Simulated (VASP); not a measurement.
# BP (F-43m) in VASP: density of states with PBE

Aim: the density of states of BP with PBE.

Program: VASP 6.6.1. These are calculated values, not measurements. Logs are shortened: lines on timing, memory, paths and dates and some standing lists are left out, and cuts for length are marked.

## 1. The cell of the first run

The structure is cubic, space group F-43m (No. 216). Conventional cell: a = 4.845 Å, b = 4.845 Å, c = 4.845 Å, α = 90.00°, β = 90.00°, γ = 90.00°. Within 2.8 Å of B (site symmetry -43m) lie 4 P at 2.10 Å. P (site symmetry -43m) has 4 B at 2.10 Å within 2.8 Å.

## 2. Density of states, PBE

File POSCAR:

```
BP
1.0
    0.0000000000      2.4227180000      2.4227180000
    2.4227180000      0.0000000000      2.4227180000
    2.4227180000      2.4227180000      0.0000000000
B P
1 1
Direct
    0.0000000000      0.0000000000      0.0000000000
    0.2500000000      0.2500000000      0.2500000000
```

File INCAR.step1:

```
PREC = Accurate
ENCUT = 420
EDIFF = 1E-6
ISMEAR = -1
SIGMA = 0.1
LREAL = F
LASPH = T
NELM = 120
ALGO = Normal
ISIF = 2
LWAVE = F
LCHARG = T
GGA = PE
NBANDS = 11
GGA_COMPAT = F
NEDOS = 2001
LORBIT = 11
```

File KPOINTS.step1:

```
regular mesh
0
Gamma
  9 9 9
```

File INCAR.step2:

```
PREC = Accurate
ENCUT = 420
EDIFF = 1E-6
ISMEAR = -5
SIGMA = 0.1
LREAL = F
LASPH = T
NELM = 120
ALGO = Normal
ISIF = 2
LWAVE = F
LCHARG = F
GGA = PE
LORBIT = 11
NBANDS = 11
NEDOS = 1001
ICHARG = 11
GGA_COMPAT = F
```

File KPOINTS.step2:

```
regular mesh
0
Gamma
  14 14 14
```

Potentials or basis: VASP PAW PBE potentials, release 64 (B, P).

Launch:

```
$ cat potpaw_PBE.64/B/POTCAR potpaw_PBE.64/P/POTCAR > POTCAR
$ cp INCAR.step1 INCAR
$ cp KPOINTS.step1 KPOINTS
$ mpirun -np 1 vasp_std > vasp.out
$ cp INCAR.step2 INCAR
$ cp KPOINTS.step2 KPOINTS
$ mpirun -np 1 vasp_std > vasp.out
```

OUTCAR:

```text
PREC = Accurate
   ENCUT = 420
   EDIFF = 1E-6
   ISMEAR = -5
   LREAL = F
   LASPH = T
   NELM = 120
   ISIF = 2
   GGA = PE
   LORBIT = 11
   ICHARG = 11

 ion  position               nearest neighbor table
   1  0.000  0.000  0.000-   2 2.10   2 2.10   2 2.10   2 2.10
   2  0.250  0.250  0.250-   1 2.10   1 2.10   1 2.10   1 2.10

  LATTYP: Found a face centered cubic cell.
 ALAT       =     4.8454360000

  Lattice vectors:

 A1 = (   0.0000000000,   2.4227180000,   2.4227180000)
 A2 = (   2.4227180000,   0.0000000000,   2.4227180000)
 A3 = (   2.4227180000,   2.4227180000,   0.0000000000)

Analysis of symmetry for initial positions (statically):
=====================================================================
 Subroutine PRICEL returns:
 Original cell was already a primitive cell.

 Routine SETGRP: Setting up the symmetry group for a
 face centered cubic supercell.

 Subroutine GETGRP returns: Found 24 space group operations
 (whereof 24 operations were pure point group operations)
 out of a pool of 48 trial point group operations.

The static configuration has the point symmetry T_d .

Analysis of symmetry for dynamics (positions and initial velocities):
=====================================================================
 Subroutine PRICEL returns:
 Original cell was already a primitive cell.

 Routine SETGRP: Setting up the symmetry group for a
 face centered cubic supercell.

 Subroutine GETGRP returns: Found 24 space group operations
 (whereof 24 operations were pure point group operations)
 out of a pool of 48 trial point group operations.

The dynamic configuration has the point symmetry T_d .

 Subroutine INISYM returns: Found 24 space group operations
 (whereof 24 operations are pure point group operations),
 and found     1 'primitive' translations

----------------------------------------------------------------------------------------

                                     Primitive cell

  volume of cell :      28.4406

  direct lattice vectors                    reciprocal lattice vectors
     0.000000000  2.422718000  2.422718000    -0.206379777  0.206379777  0.206379777
     2.422718000  0.000000000  2.422718000     0.206379777 -0.206379777  0.206379777
     2.422718000  2.422718000  0.000000000     0.206379777  0.206379777 -0.206379777

  length of vectors
     3.426240653  3.426240653  3.426240653     0.357460259  0.357460259  0.357460259

  position of ions in fractional coordinates (direct lattice)
     0.000000000  0.000000000  0.000000000
     0.250000000  0.250000000  0.250000000

  ion indices of the primitive-cell ions
   primitive index   ion index
                 1           1
                 2           2

----------------------------------------------------------------------------------------

 KPOINTS: regular mesh

Automatic generation of k-mesh.
 Grid dimensions read from file:
 generate k-points for:   14   14   14

 Generating k-lattice:

  Cartesian coordinates                     Fractional coordinates (reciprocal lattice)
    -0.014741413  0.014741413  0.014741413     0.071428571  0.000000000  0.000000000
     0.014741413 -0.014741413  0.014741413     0.000000000  0.071428571  0.000000000
     0.014741413  0.014741413 -0.014741413     0.000000000  0.000000000  0.071428571

  Length of vectors
     0.025532876  0.025532876  0.025532876

  Shift w.r.t. Gamma in fractional coordinates (k-lattice)
     0.000000000  0.000000000  0.000000000

 TETIRR: Found    389 inequivalent tetrahedra from    16464

 Subroutine IBZKPT returns following result:
 ===========================================

 Found    104 irreducible k-points:

 Following reciprocal coordinates:
            Coordinates               Weight
  0.000000  0.000000  0.000000      1.000000
  0.071429  0.000000  0.000000      8.000000
  0.142857  0.000000  0.000000      8.000000
  0.214286  0.000000  0.000000      8.000000
  0.285714  0.000000  0.000000      8.000000
  0.357143  0.000000  0.000000      8.000000
[... 16 lines left out ...]
  0.214286  0.142857  0.000000     24.000000
  0.285714  0.142857  0.000000     24.000000
 [... further k-points ...]
   k-points           NKPTS =    104   k-points in BZ     NKDIM =    104   number of bands    NBANDS=     11
   number of dos      NEDOS =   1001   number of ions     NIONS =      2
   total plane-waves  NPLWV =  13824
   dimension x,y,z NGX =    24 NGY =   24 NGZ =   24
   dimension x,y,z NGXF=    48 NGYF=   48 NGZF=   48
   ions per type =               1   1
   NGX,Y,Z   is equivalent  to a cutoff of  11.65, 11.65, 11.65 a.u.
   NGXF,Y,Z  is equivalent  to a cutoff of  23.29, 23.29, 23.29 a.u.
 SYSTEM =  unknown system
   PREC   = accura    normal or accurate (medium, high low for compatibility)
   ISTART =      0    job   : 0-new  1-cont  2-samecut
   ICHARG =     11    charge: 1-file 2-atom 10-const
   ISPIN  =      1    spin polarized calculation?
   LNONCOLLINEAR =      F non collinear calculations
   LSORBIT =      F    spin-orbit coupling
   LASPH  =      T    aspherical Exc in radial PAW
   ENCUT  =  420.0 eV  30.87 Ry    5.56 a.u.   5.73  5.73  5.73*2*pi/ulx,y,z
   NELM   =    120;   NELMIN=  2; NELMDL=  0     # of ELM steps
   EDIFF  = 0.1E-05   stopping-criterion for ELM
   LREAL  =      F    real-space projection
   EDIFFG = 0.1E-04   stopping-criterion for IOM
   NSW    =      0    number of steps for IOM
   IBRION =     -1    ionic relax: 0-MD 1-quasi-New 2-CG
   NFREE  =      0    steps in history (QN), initial steepest desc. (CG)
   ISIF   =      2    stress and relaxation
   ISYM   =      2    0-nonsym 1-usesym 2-fastsym
   POTIM  = 0.5000    time-step for ionic-motion
   TEBEG  =    0.0;   TEEND  =   0.0 temperature during run
   PSTRESS=    0.0 pullay stress
   NELECT =       8.0000    total number of electrons
   NUPDOWN=      -1.0000    fix difference up-down
   EMIN   =  10.00;   EMAX   =-10.00  energy-range for DOS
   EFERMI =   0.00;   METHOD = LEGACY
   ISMEAR =    -5;   SIGMA  =   0.10  broadening in eV -4-tet -1-fermi 0-gaus
   EFERMI_NEDOS =   21; number of points for ismear=-14 and -15
   IALGO  =     38    algorithm
   IMIX   =      4    mixing-type and parameters
     AMIX     =   0.40;   BMIX     =  1.00
     AMIX_MAG =   1.60;   BMIX_MAG =  1.00
  volume/ion in A,a.u.               =      14.22        95.96
  Fermi-wavevector in a.u.,A,eV,Ry     =   1.072651  2.027017 15.654607  1.150581
  Thomas-Fermi vector in A             =   2.208428
   LORBIT       =     11    0 simple, 1 ext, 2 COOP (PROOUT), +10 PAW based schemes
   GGA     = PE    functional components
   LHFCALC =     F    Hartree Fock is set to
   AEXX    =    0.0000 exact exchange contribution
   IVDW    =     0    specifies the selected vdW correction
   LEPSILON=     F    determine dielectric tensor
   LRPA    =     F    only Hartree local field effects (RPA)
 non-spin polarized calculation
 Fermi weights with tetrahedron method with Bloechl corrections
  energy-cutoff  :      420.00
  volume of cell :       28.44
 maximum number of plane-waves:       568

 number of electron       7.9999999 magnetization

 Free energy of the ion-electron system (eV)
  ---------------------------------------------------
  ext. energy  EPLUGINS =         0.00000000
  ---------------------------------------------------
  free energy    TOTEN  =       -12.54713873 eV

  energy without entropy =      -12.54713873  energy(sigma->0) =      -12.54713873

 E-fermi :   5.2917     XC(G=0): -10.0776

 val. band max:        5.2603905260   @ k =   0.0000   0.0000   0.0000
 cond. band min:       6.7643416993   @ k =   0.4286   0.4286   0.0000
 fundamental gap:      1.5039511733
 Fermi energy:         5.2916982260

 k-point     1 :       0.0000    0.0000    0.0000
  band No.  band energies     occupation
      1      -8.5545      2.00000
      2       5.2604      2.00000
      3       5.2604      2.00000
      4       5.2604      2.00000
      5       8.4314      0.00000
      6       8.4314      0.00000
      7       8.4314      0.00000
      8       9.8513      0.00000
      9      15.5949      0.00000
     10      16.8741      0.00000
     11      16.8741      0.00000

 k-point     2 :       0.0714    0.0000    0.0000
  band No.  band energies     occupation
      1      -8.4769      2.00000
      2       4.5845      2.00000
      3       5.1290      2.00000
      4       5.1290      2.00000
      5       8.5875      0.00000
      6       8.6135      0.00000
      7       8.6135      0.00000
      8      10.2457      0.00000
      9      15.8504      0.00000
     10      16.5323      0.00000
     11      16.5323      0.00000

 k-point     3 :       0.1429    0.0000    0.0000
  band No.  band energies     occupation
      1      -8.2461      2.00000
      2       3.2133      2.00000
      3       4.8234      2.00000
      4       4.8234      2.00000
      5       8.5803      0.00000
      6       9.0386      0.00000
      7       9.0386      0.00000
      8      11.2823      0.00000
      9      15.9989      0.00000
     10      15.9989      0.00000
     11      16.4693      0.00000
[... 267 lines left out ...]
 k-point    23 :       0.2143    0.1429    0.0000
  band No.  band energies     occupation
      1      -7.8638      2.00000
      2       2.5581      2.00000
      3       3.7429      2.00000
      4       3.8802      2.00000
      5       7.8445      0.00000
      6      10.1888      0.00000
      7      10.6136      0.00000
      8      11.2368      0.00000
      9      14.7367      0.00000
     10      17.3880      0.00000
     11      17.5073      0.00000

 k-point    24 :       0.2857    0.1429    0.0000
  band No.  band energies     occupation
      1      -7.4451      2.00000
      2       1.2117      2.00000
      3       3.4508      2.00000
      4       3.5322      2.00000
      5       8.1535      0.00000
      6      10.1310      0.00000
      7      11.0252      0.00000
      8      11.5693      0.00000
      9      15.3973      0.00000
     10      17.5085      0.00000
     11      17.9924      0.00000

 [... further k-points ...]

------------------------ aborting loop because EDIFF is reached ----------------------------------------

  FORCE on cell =-STRESS in cart. coord.  units (eV):
  Direction    XX          YY          ZZ          XY          YZ          ZX
  --------------------------------------------------------------------------------------
  -------------------------------------------------------------------------------------
  Total       -3.7811435     -3.7811435     -3.7811435     -0.0000000     -0.0000000     -0.0000000
  in kB     -213.0076262   -213.0076262   -213.0076262     -0.0000000     -0.0000000     -0.0000000
  external PRESSURE =    -213.0076262 kB  Pullay stress =       0.0000000 kB

 VOLUME and BASIS-vectors are now :
 -----------------------------------------------------------------------------
  energy-cutoff  :      420.00
  volume of cell :       28.44
      direct lattice vectors                 reciprocal lattice vectors
     0.000000000  2.422718000  2.422718000    -0.206379777  0.206379777  0.206379777
     2.422718000  0.000000000  2.422718000     0.206379777 -0.206379777  0.206379777
     2.422718000  2.422718000  0.000000000     0.206379777  0.206379777 -0.206379777

 POSITION                                       TOTAL-FORCE (eV/Angst)
 -----------------------------------------------------------------------------------
      0.00000      0.00000      0.00000         0.000000      0.000000      0.000000
      1.21136      1.21136      1.21136        -0.000000     -0.000000     -0.000000
 -----------------------------------------------------------------------------------
    total drift:                                0.000000      0.000000      0.000000

  FREE ENERGIE OF THE ION-ELECTRON SYSTEM (eV)
  ---------------------------------------------------
  free  energy   TOTEN  =       -12.5471387287 eV

  energy  without entropy=      -12.5471387287  energy(sigma->0) =      -12.54713873

 total charge

# of ion       s       p       d       tot
------------------------------------------
    1        0.637   1.057   0.000   1.694
    2        0.998   1.458   0.000   2.456
--------------------------------------------------
tot          1.635   2.515   0.000   4.150
```

Wall time 24 s (1 thread of Intel Xeon 8259CL, shared host); peak memory 0.14 GiB.

Results:

```yaml
Valence_electrons_inside_the_program's_atomic_spheres: B 1.69; P 2.46
```

Levels at points of the mesh, in eV from the valence-band top:
```tsv
k point	band 1	band 2	band 3	band 4	band 5	band 6	band 7	band 8	band 9
(0.00, 0.00, 0.00)	-13.81	0.00	0.00	0.00	3.17	3.17	3.17	4.59	10.33
(0.50, 0.00, 0.00)	-11.19	-7.72	-1.50	-1.50	2.68	4.57	4.57	9.40	13.16
(0.50, 0.50, 0.00)	-9.95	-7.62	-3.42	-3.42	1.66	1.84	10.35	10.35	13.08
```
